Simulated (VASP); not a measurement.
# Ge (P6_3mc) in VASP: notebook

Aim: see how the results for Ge move with the level of theory and the settings. Levels: LDA, r2SCAN. Tasks: single point.

Everything below comes from runs of VASP 6.6.1. Logs are shortened: lines on timing, memory, paths and dates and some standing lists are left out, and cuts for length are marked.

## Step 1: The cell of the first run

Symmetry: P6_3mc, No. 186, hexagonal system. Conventional cell: a = 4.077 Å, b = 4.077 Å, c = 11.066 Å, α = 90.00°, β = 90.00°, γ = 120.00°. Ge (site symmetry 3m) has 3 Ge at 2.45 Å within 3.2 Å. Within 3.2 Å of Ge (site symmetry 3m) lie 3 Ge at 2.45 Å.

## Step 2: Single point, LDA

Input file INCAR:

```
SYSTEM = Ge
PREC = Accurate
ENCUT = 520
EDIFF = 1E-6
ISMEAR = -1
SIGMA = 0.05
LREAL = .False.
LASPH = .True.
NELM = 80
ALGO = Normal
ISIF = 2
LWAVE = .False.
LCHARG = .False.
NBANDS = 36
```

Input file KPOINTS:

```
Automatic mesh
0
Gamma
  6 6 2
  0 0 0
```

Input file POSCAR:

```
Ge
1.0
    4.0772291900      0.0000000000      0.0000000000
   -2.0386145949      3.5309840555      0.0000000000
    0.0000000000      0.0000000000     11.0661648237
Ge
4
Direct
    0.6666666667      0.3333333333      0.4148480000
    0.3333333333      0.6666666667      0.9148480000
    0.0000000000      0.0000000000      0.4774520000
    0.0000000000      0.0000000000      0.9774520000
```

Potentials or basis: VASP PAW LDA potentials, release 64 (Ge_d).

The run is started by

```console
$ cat potpaw_LDA.64/Ge_d/POTCAR > POTCAR
$ mpirun -np 1 vasp_std > vasp.out
```

OUTCAR:

```text
SYSTEM = Ge
   PREC = Accurate
   ENCUT = 520
   EDIFF = 1E-6
   ISMEAR = -1
   LREAL = .False.
   LASPH = .True.
   NELM = 80
   ISIF = 2

 ion  position               nearest neighbor table
   1  0.667  0.333  0.415-   3 2.45   3 2.45   3 2.45
   2  0.333  0.667  0.915-   4 2.45   4 2.45   4 2.45
   3  0.000  0.000  0.477-   1 2.45   1 2.45   1 2.45
   4  0.000  0.000  0.977-   2 2.45   2 2.45   2 2.45

  LATTYP: Found a hexagonal cell.
 ALAT       =     4.0772291900
 C/A-ratio  =     2.7141385259

  Lattice vectors:

 A1 = (   4.0772291900,   0.0000000000,   0.0000000000)
 A2 = (  -2.0386145949,   3.5309840555,   0.0000000000)
 A3 = (   0.0000000000,   0.0000000000,  11.0661648237)

Analysis of symmetry for initial positions (statically):
=====================================================================
 Subroutine PRICEL returns:
 Original cell was already a primitive cell.

 Routine SETGRP: Setting up the symmetry group for a
 hexagonal supercell.

 Subroutine GETGRP returns: Found 12 space group operations
 (whereof  6 operations were pure point group operations)
 out of a pool of 24 trial point group operations.

The static configuration has the point symmetry C_3v.
 The point group associated with its full space group is C_6v.

Analysis of symmetry for dynamics (positions and initial velocities):
=====================================================================
 Subroutine PRICEL returns:
 Original cell was already a primitive cell.

 Routine SETGRP: Setting up the symmetry group for a
 hexagonal supercell.

 Subroutine GETGRP returns: Found 12 space group operations
 (whereof  6 operations were pure point group operations)
 out of a pool of 24 trial point group operations.

The dynamic configuration has the point symmetry C_3v.
 The point group associated with its full space group is C_6v.

 Subroutine INISYM returns: Found 12 space group operations
 (whereof  6 operations are pure point group operations),
 and found     1 'primitive' translations

----------------------------------------------------------------------------------------

                                     Primitive cell

  volume of cell :     159.3155

  direct lattice vectors                    reciprocal lattice vectors
     4.077229190  0.000000000  0.000000000     0.245264603  0.141603585  0.000000000
    -2.038614595  3.530984055  0.000000000     0.000000000  0.283207170  0.000000000
     0.000000000  0.000000000 11.066164824     0.000000000  0.000000000  0.090365544

  length of vectors
     4.077229190  4.077229190 11.066164824     0.283207170  0.283207170  0.090365544

  position of ions in fractional coordinates (direct lattice)
     0.666666667  0.333333333  0.414848000
     0.333333333  0.666666667  0.914848000
     0.000000000  0.000000000  0.477452000
     0.000000000  0.000000000  0.977452000

  ion indices of the primitive-cell ions
   primitive index   ion index
                 1           1
                 2           2
                 3           3
                 4           4

----------------------------------------------------------------------------------------

 KPOINTS: Automatic mesh

Automatic generation of k-mesh.
 Grid dimensions read from file:
 generate k-points for:    6    6    2

 Generating k-lattice:

  Cartesian coordinates                     Fractional coordinates (reciprocal lattice)
     0.040877434  0.023600597  0.000000000     0.166666667  0.000000000  0.000000000
     0.000000000  0.047201195  0.000000000     0.000000000  0.166666667  0.000000000
     0.000000000  0.000000000  0.045182772     0.000000000  0.000000000  0.500000000

  Length of vectors
     0.047201195  0.047201195  0.045182772

  Shift w.r.t. Gamma in fractional coordinates (k-lattice)
     0.000000000  0.000000000  0.000000000

 Subroutine IBZKPT returns following result:
 ===========================================

 Found     14 irreducible k-points:

 Following reciprocal coordinates:
            Coordinates               Weight
  0.000000  0.000000  0.000000      1.000000
  0.166667 -0.000000  0.000000      6.000000
  0.333333 -0.000000  0.000000      6.000000
  0.500000 -0.000000  0.000000      3.000000
  0.166667  0.166667  0.000000      6.000000
  0.333333  0.166667  0.000000     12.000000
  0.333333  0.333333  0.000000      2.000000
  0.000000  0.000000  0.500000      1.000000
  0.166667 -0.000000  0.500000      6.000000
  0.333333 -0.000000  0.500000      6.000000
  0.500000 -0.000000  0.500000      3.000000
  0.166667  0.166667  0.500000      6.000000
  0.333333  0.166667  0.500000     12.000000
  0.333333  0.333333  0.500000      2.000000
   k-points           NKPTS =     14   k-points in BZ     NKDIM =     14   number of bands    NBANDS=     36
   number of dos      NEDOS =    301   number of ions     NIONS =      4
   total plane-waves  NPLWV =  75600
   dimension x,y,z NGX =    30 NGY =   30 NGZ =   84
[... 24 lines left out ...]
   PSTRESS=    0.0 pullay stress
   NELECT =      56.0000    total number of electrons
   NUPDOWN=      -1.0000    fix difference up-down
   EMIN   =  10.00;   EMAX   =-10.00  energy-range for DOS
   EFERMI =   0.00;   METHOD = LEGACY
   ISMEAR =    -1;   SIGMA  =   0.05  broadening in eV -4-tet -1-fermi 0-gaus
   EFERMI_NEDOS =   21; number of points for ismear=-14 and -15
   IALGO  =     38    algorithm
   IMIX   =      4    mixing-type and parameters
     AMIX     =   0.40;   BMIX     =  1.00
     AMIX_MAG =   1.60;   BMIX_MAG =  1.00
  volume/ion in A,a.u.               =      39.83       268.78
  Fermi-wavevector in a.u.,A,eV,Ry     =   1.155362  2.183318 18.161899  1.334862
  Thomas-Fermi vector in A             =   2.291991
   LORBIT       =      0    0 simple, 1 ext, 2 COOP (PROOUT), +10 PAW based schemes
   GGA     = CA    functional components
   LHFCALC =     F    Hartree Fock is set to
   AEXX    =    0.0000 exact exchange contribution
   IVDW    =     0    specifies the selected vdW correction
   LEPSILON=     F    determine dielectric tensor
   LRPA    =     F    only Hartree local field effects (RPA)
 non-spin polarized calculation
  energy-cutoff  :      520.00
  volume of cell :      159.32
 maximum number of plane-waves:      4326
   NGX = 15   NGY = 15   NGZ = 41

 number of electron      55.9999954 magnetization

 Free energy of the ion-electron system (eV)
  ---------------------------------------------------
  ext. energy  EPLUGINS =         0.00000000
  ---------------------------------------------------
  free energy    TOTEN  =       -18.17638500 eV

  energy without entropy =      -18.16400340  energy(sigma->0) =      -18.17019420

 E-fermi :   0.4533     XC(G=0):  -7.4961

 val. band max:        0.4513975875   @ k =   0.3333   0.3333   0.0000
 cond. band min:       0.4600273647   @ k =   0.3333   0.3333   0.5000
 fundamental gap:      0.0086297772
 Fermi energy:         0.4532797420

 k-point     1 :       0.0000    0.0000    0.0000
  band No.  band energies     occupation
      1     -24.1578      2.00000
      2     -24.1578      2.00000
      3     -24.1578      2.00000
      4     -24.1578      2.00000
      5     -24.1161      2.00000
      6     -24.1161      2.00000
[... 28 lines left out ...]
     35       4.2764      0.00000
     36       4.2764      0.00000

 k-point     2 :       0.1667   -0.0000    0.0000
  band No.  band energies     occupation
      1     -24.1689      2.00000
      2     -24.1689      2.00000
      3     -24.1652      2.00000
      4     -24.1652      2.00000
      5     -24.1332      2.00000
      6     -24.1332      2.00000
[... 28 lines left out ...]
     35       5.2262      0.00000
     36       5.2691      0.00000

 k-point     3 :       0.3333   -0.0000    0.0000
  band No.  band energies     occupation
      1     -24.1769      2.00000
      2     -24.1768      2.00000
      3     -24.1730      2.00000
      4     -24.1730      2.00000
      5     -24.1512      2.00000
      6     -24.1511      2.00000
[... 28 lines left out ...]
     35       6.7062      0.00000
     36       6.9853      0.00000
[... 352 lines left out ...]
 k-point    13 :       0.3333    0.1667    0.5000
  band No.  band energies     occupation
      1     -24.1866      2.00000
      2     -24.1866      2.00000
      3     -24.1710      2.00000
      4     -24.1710      2.00000
      5     -24.1611      2.00000
      6     -24.1611      2.00000
[... 28 lines left out ...]
     35       6.3475      0.00000
     36       6.3475      0.00000

 k-point    14 :       0.3333    0.3333    0.5000
  band No.  band energies     occupation
      1     -24.1952      2.00000
      2     -24.1952      2.00000
      3     -24.1675      2.00000
      4     -24.1675      2.00000
      5     -24.1668      2.00000
      6     -24.1668      2.00000
[... 28 lines left out ...]
     35       6.4750      0.00000
     36       6.4750      0.00000

------------------------ aborting loop because EDIFF is reached ----------------------------------------

  FORCE on cell =-STRESS in cart. coord.  units (eV):
  Direction    XX          YY          ZZ          XY          YZ          ZX
  --------------------------------------------------------------------------------------
  -------------------------------------------------------------------------------------
  Total       -3.7374244     -3.7374244     -1.0032255     -0.0000000      0.0000000      0.0000000
  in kB      -37.5859026    -37.5859026    -10.0890703     -0.0000000      0.0000000      0.0000000
  external PRESSURE =     -28.4202918 kB  Pullay stress =       0.0000000 kB

 VOLUME and BASIS-vectors are now :
 -----------------------------------------------------------------------------
  energy-cutoff  :      520.00
  volume of cell :      159.32
      direct lattice vectors                 reciprocal lattice vectors
     4.077229190  0.000000000  0.000000000     0.245264603  0.141603585  0.000000000
    -2.038614595  3.530984055  0.000000000     0.000000000  0.283207170  0.000000000
     0.000000000  0.000000000 11.066164824     0.000000000  0.000000000  0.090365544

 POSITION                                       TOTAL-FORCE (eV/Angst)
 -----------------------------------------------------------------------------------
      2.03861      1.17699      4.59078         0.000000     -0.000000      0.303042
     -0.00000      2.35399     10.12386        -0.000000      0.000000      0.303042
      0.00000      0.00000      5.28356         0.000000      0.000000     -0.303042
      0.00000      0.00000     10.81664        -0.000000      0.000000     -0.303042
 -----------------------------------------------------------------------------------
    total drift:                               -0.000000     -0.000000     -0.000193

  FREE ENERGIE OF THE ION-ELECTRON SYSTEM (eV)
  ---------------------------------------------------
  free  energy   TOTEN  =       -18.1763850023 eV

  energy  without entropy=      -18.1640034033  energy(sigma->0) =      -18.17019420
```

It took 67 s on 1 thread of Intel Xeon Platinum 8259CL at 2.50GHz (Skylake/Cascade Lake), shared host; peak memory 0.23 GiB.

Results:

```yaml
Free_energy: -18.1764 eV
Pressure: -2.8 GPa
Largest_force: 0.303 eV/Å
Band_gap_on_the_k_mesh: zero (filled and empty bands touch)
```

Forces on the atoms (eV/Å):
```
Ge   0.000  0.000  0.303
Ge   0.000  0.000  0.303
Ge   0.000  0.000 -0.303
Ge   0.000  0.000 -0.303
```

Stress tensor (GPa, compression positive):
```
-3.76  0.00  0.00
 0.00 -3.76  0.00
 0.00  0.00 -1.01
```

## Step 3: Single point, LDA

This run uses another cell than the first one, of 40.61 Å³/atom, 1.020 times its volume.

Input file INCAR:

```
SYSTEM = Ge
ALGO = Normal ; EDIFF = 1E-6
ENCUT = 520 ; ISIF = 2
ISMEAR = -1 ; LASPH = .TRUE.
LCHARG = .FALSE. ; LREAL = .FALSE.
LWAVE = .FALSE. ; NBANDS = 36
NELM = 100 ; PREC = Accurate
SIGMA = 0.05
```

Input file KPOINTS:

```
k-points
0
G
  6 6 2
  0 0 0
```

Input file POSCAR:

```
Ge
1.0
    4.1037054460      0.0000000000      0.0000000000
   -2.0518527230      3.5539131659      0.0000000000
    0.0000000000      0.0000000000     11.1380250504
Ge
4
Direct
    0.6666666667      0.3333333333      0.4148480000
    0.3333333333      0.6666666667      0.9148480000
    0.0000000000      0.0000000000      0.4774520000
    0.0000000000      0.0000000000      0.9774520000
```

Potentials or basis: VASP PAW LDA potentials, release 64 (Ge_d).

The run is started by

```console
$ cat potpaw_LDA.64/Ge_d/POTCAR > POTCAR
$ mpirun -np 1 vasp_std > vasp.out
```

It took 60 s on 1 thread of Intel Xeon Platinum 8259CL at 2.50GHz (Skylake/Cascade Lake), shared host; peak memory 0.24 GiB.

Results (log left out):

```
Free energy            : -18.1169 eV
Pressure               : -3.2 GPa
Largest force          : 0.355 eV/Å
Band gap on the k mesh : zero (filled and empty bands touch)
```

Forces on the atoms (eV/Å):
```
Ge   0.000  0.000  0.355
Ge   0.000  0.000  0.355
Ge   0.000  0.000 -0.355
Ge   0.000  0.000 -0.355
```

Stress tensor (GPa, compression positive):
```
-4.23  0.00  0.00
 0.00 -4.23  0.00
 0.00  0.00 -1.01
```

Levels at points of the mesh, in eV from the Fermi level:
```csv
k point,band 24,band 25,band 26,band 27,band 28,band 29,band 30,band 31,band 32,band 33
"(0.00, 0.00, 0.00)",-3.35,-0.46,-0.46,-0.45,-0.45,0.06,0.30,1.58,3.63,3.75
"(0.50, 0.00, 0.00)",-7.31,-1.91,-1.89,-1.23,-1.06,0.59,0.81,1.48,1.56,4.87
"(0.00, 0.00, 0.50)",-3.56,-0.45,-0.45,-0.45,-0.45,0.14,0.14,2.52,2.52,3.77
"(0.50, 0.00, 0.50)",-7.32,-1.90,-1.90,-1.14,-1.14,0.65,0.65,1.53,1.53,5.39
```

## Step 4: Single point, LDA

This run uses another cell than the first one, of 41.39 Å³/atom, 1.039 times its volume.

Input file INCAR:

```
SYSTEM = Ge
PREC = Accurate ; ENCUT = 520
EDIFF = 1E-6 ; ISMEAR = -1
SIGMA = 0.05 ; LREAL = .False.
LASPH = .True. ; NELM = 60
ALGO = Normal ; ISIF = 2
LWAVE = .False. ; LCHARG = .False.
NBANDS = 36
```

Input file KPOINTS:

```
Automatic mesh
0
Gamma
  6 6 2
  0 0 0
```

Input file POSCAR:

```
Ge
1.0
    4.1298444020      0.0000000000      0.0000000000
   -2.0649222010      3.5765501658      0.0000000000
    0.0000000000      0.0000000000     11.2089697979
Ge
4
Direct
    0.6666666667      0.3333333333      0.4148480000
    0.3333333333      0.6666666667      0.9148480000
    0.0000000000      0.0000000000      0.4774520000
    0.0000000000      0.0000000000      0.9774520000
```

The run is started by

```console
$ cat potpaw_LDA.64/Ge_d/POTCAR > POTCAR
$ mpirun -np 1 vasp_std > vasp.out
```

Wall time 71 s (1 thread of Intel Xeon Platinum 8259CL at 2.50GHz (Skylake/Cascade Lake), shared host); peak memory 0.24 GiB.

Results (log left out):

- Free energy: -18.0512 eV
- Pressure: -3.5 GPa
- Largest force: 0.421 eV/Å
- Band gap on the k mesh: zero (band 28 reaches 0.27 eV, above the bottom of band 29 at 0.24 eV)

Forces in eV/Å, atoms in the order of the input:
```
Ge   0.000  0.000  0.421
Ge   0.000  0.000  0.421
Ge   0.000  0.000 -0.421
Ge   0.000  0.000 -0.421
```

Stress tensor (GPa, compression positive):
```
-4.70  0.00  0.00
 0.00 -4.70  0.00
 0.00  0.00 -1.18
```

Levels at points of the mesh, in eV from the Fermi level:
```csv
k point,band 24,band 25,band 26,band 27,band 28,band 29,band 30,band 31,band 32,band 33
"(0.00, 0.00, 0.00)",-3.37,-0.45,-0.45,-0.44,-0.44,-0.01,0.24,1.60,3.58,3.72
"(0.50, 0.00, 0.00)",-7.27,-1.87,-1.85,-1.21,-1.05,0.60,0.81,1.47,1.56,4.86
"(0.00, 0.00, 0.50)",-3.57,-0.45,-0.45,-0.45,-0.45,0.07,0.07,2.52,2.52,3.74
"(0.50, 0.00, 0.50)",-7.27,-1.86,-1.86,-1.12,-1.12,0.66,0.66,1.52,1.52,5.37
```

## Step 5: Single point, r2SCAN

This run uses another cell than the first one, of 36.71 Å³/atom, 0.922 times its volume.

Input file POSCAR:

```
Ge
1.0
    3.9677200192      0.0000000000      0.0000000000
   -1.9838600096      3.4361463317      0.0000000000
    0.0000000000      0.0000000000     10.7689417645
Ge
4
Direct
    0.6666666667      0.3333333333      0.4148480000
    0.3333333333      0.6666666667      0.9148480000
    0.0000000000      0.0000000000      0.4774520000
    0.0000000000      0.0000000000      0.9774520000
```

Input file INCAR.step1:

```
SYSTEM = Ge
ALGO = Normal
EDIFF = 1E-4
ENCUT = 520
GGA = PE
ISMEAR = -1
LASPH = .True.
LCHARG = .False.
LREAL = .False.
LWAVE = .True.
NBANDS = 36
NELM = 100
PREC = Accurate
SIGMA = 0.05
```

Input file INCAR.step2:

```
SYSTEM = Ge
ALGO = Normal
EDIFF = 1E-6
ENCUT = 520
ISIF = 2
ISMEAR = -1
ISTART = 1
LASPH = .True.
LCHARG = .False.
LMIXTAU = .True.
LREAL = .False.
LWAVE = .False.
METAGGA = R2SCAN
NBANDS = 36
NELM = 100
PREC = Accurate
SIGMA = 0.05
```

Input file KPOINTS:

```
k-points
0
Gamma
  6 6 2
  0 0 0
```

Potentials or basis: VASP PAW PBE potentials, release 64 (Ge_d).

The run is started by

```console
$ cat potpaw_PBE.64/Ge_d/POTCAR > POTCAR
$ cp INCAR.step1 INCAR
$ mpirun -np 1 vasp_std > vasp.out
$ cp INCAR.step2 INCAR
$ mpirun -np 1 vasp_std > vasp.out
```

Run time: 4.4 min. Hardware: 1 thread of Intel Xeon Platinum 8259CL at 2.50GHz (Skylake/Cascade Lake), shared host; peak memory 0.29 GiB.

Results (log left out):

```
Free energy            : -53.2048 eV
Pressure               : 0.2 GPa
Largest force          : 0.093 eV/Å
Band gap on the k mesh : zero (filled and empty bands overlap)
```

Forces in eV/Å, atoms in the order of the input:
```
Ge   0.000  0.000  0.093
Ge   0.000  0.000  0.093
Ge   0.000  0.000 -0.093
Ge   0.000  0.000 -0.093
```

Stress tensor (GPa, compression positive):
```
 0.65  0.00  0.00
 0.00  0.65  0.00
 0.00  0.00 -0.82
```

Levels at points of the mesh, in eV from the Fermi level:
| k point | band 24 | band 25 | band 26 | band 27 | band 28 | band 29 | band 30 | band 31 | band 32 | band 33 |
| --- | --- | --- | --- | --- | --- | --- | --- | --- | --- | --- |
| (0.00, 0.00, 0.00) | -3.39 | -0.47 | -0.46 | -0.45 | -0.45 | 1.13 | 1.26 | 1.77 | 4.23 | 4.23 |
| (0.50, 0.00, 0.00) | -7.77 | -2.18 | -2.15 | -1.36 | -1.13 | 0.65 | 0.92 | 1.98 | 2.03 | 5.43 |
| (0.00, 0.00, 0.50) | -3.70 | -0.46 | -0.46 | -0.46 | -0.46 | 1.15 | 1.15 | 2.87 | 2.87 | 4.25 |
| (0.50, 0.00, 0.50) | -7.77 | -2.17 | -2.17 | -1.23 | -1.23 | 0.73 | 0.73 | 2.01 | 2.01 | 6.05 |

Caveat: the PAW data sets were made with another functional, which shifts forces and pressure a little.

## Step 6: The runs side by side

```tsv
level	potentials or basis	cell	gap on the mesh (eV)	pressure (GPa)	largest force (eV/Å)
LDA	VASP PAW LDA potentials, release 64 (Ge_d)	a = 4.077, b = 4.077, c = 11.066 Å, angles 90.0, 90.0, 120.0°, 4 atoms	none	-2.8	0.30
LDA	VASP PAW LDA potentials, release 64 (Ge_d)	a = 4.104, b = 4.104, c = 11.138 Å, angles 90.0, 90.0, 120.0°, 4 atoms	none	-3.2	0.35
LDA	VASP PAW LDA potentials, release 64 (Ge_d)	a = 4.130, b = 4.130, c = 11.209 Å, angles 90.0, 90.0, 120.0°, 4 atoms	none	-3.5	0.42
r2SCAN	VASP PAW PBE potentials, release 64 (Ge_d)	a = 3.968, b = 3.968, c = 10.769 Å, angles 90.0, 90.0, 120.0°, 4 atoms	none	0.2	0.09
```

Alike in all rows: task single point; no spin polarisation; k mesh 6 × 6 × 2; cutoff (eV) 520; smearing fermi-dirac 0.05 eV.

Caveats: the PAW data sets were made with another functional, which shifts forces and pressure a little (some runs).

Total energies depend on the potentials used, so only differences within one code and one set of settings carry meaning.
